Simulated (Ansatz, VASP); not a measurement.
W3C in VASP and in Ansatz

INCAR

```
SYSTEM = W3C
  PREC = Accurate
  ENCUT = 600
  EDIFF = 1E-6
  ISMEAR = 0
  SIGMA = 0.1
  LREAL = .False.
  LASPH = .True.
  NELM = 100
  ALGO = Normal
  ISIF = 3
  LWAVE = .False.
  LCHARG = .False.
  GGA = PE
  IBRION = 2
  NSW = 90
  EDIFFG = -0.04
```

The input KPOINTS:

```
Automatic mesh
0
Gamma
  4 4 6
  0 0 0
```

The input POSCAR:

```
W3C
1.0
    2.7922177058     -7.1973230439      0.0000000000
    2.7922177058      7.1973230439      0.0000000000
    0.0000000000      0.0000000000      2.7775496624
W C
6 2
Direct
    0.2416293903      0.7583706097      0.7500000000
    0.7583706097      0.2416293903      0.2500000000
    0.1505787377      0.3225588267      0.7500000000
    0.8494212623      0.6774411733      0.2500000000
    0.3225588267      0.1505787377      0.2500000000
    0.6774411733      0.8494212623      0.7500000000
    0.6440883578      0.3559116422      0.7500000000
    0.3559116422      0.6440883578      0.2500000000
```

Input for Ansatz:

```yaml
crystal:
  lattice:
    - [2.7922177058, -7.1973230439, 0.0]
    - [2.7922177058, 7.1973230439, 0.0]
    - [0.0, 0.0, 2.7775496624]
  atoms:
    - { symbol: W, position: [0.2416293903, 0.7583706097, 0.75] }
    - { symbol: W, position: [0.7583706097, 0.2416293903, 0.25] }
    - { symbol: W, position: [0.1505787377, 0.3225588267, 0.75] }
    - { symbol: W, position: [0.8494212623, 0.6774411733, 0.25] }
    - { symbol: W, position: [0.3225588267, 0.1505787377, 0.25] }
    - { symbol: W, position: [0.6774411733, 0.8494212623, 0.75] }
    - { symbol: C, position: [0.6440883578, 0.3559116422, 0.75] }
    - { symbol: C, position: [0.3559116422, 0.6440883578, 0.25] }
basis:
  ecutwfc: 420
kpoints:
  mp_grid: { grid: [4, 4, 6] }
hamiltonian:
  xc: pbe
scf:
  occupations: { method: gaussian, width: 0.1 }
  lower_state_search: "off"
output:
  forces: true
  stress: true
  eigenvalues: true
relax:
  adjacent_minimum: "off"
  f_tol: 0.04
  max_steps: 70
  cell: { stress_tol: 0.4 }
```

Alike in both runs: task relaxation of cell and atoms; functional PBE; k mesh 4 × 4 × 6; occupations gaussian, width 0.1 eV; no spin polarisation.

|  | VASP | Ansatz |
| --- | --- | --- |
| version | VASP 6.6.1 | Ansatz 0.2.0 |
| potentials or method | VASP PAW PBE potentials, release 64 (W_sv, C), cutoff 600 eV | scalar-relativistic, plane waves, PAW |
| valence electrons in the cell | 92 | 92 |

Ansatz gave:

| Item | Value |
| --- | --- |
| gap on the k mesh at the Fermi level, each at its own relaxed structure (eV) | none |
| relaxed volume (Å³/atom) | 13.98 |
| relaxed cell length with the largest relative difference (Å) | 2.772 |

Task: Which values does VASP return?

Result: gap on the k mesh at the Fermi level, each at its own relaxed structure (eV): none; relaxed volume (Å³/atom): 14.00; relaxed cell length with the largest relative difference (Å): 2.776.

A gap of «none» marks a metal or a gap that the smearing closes.

The k mesh is coarse, so the values compare programs but aren't converged. Spin-orbit coupling is off throughout.
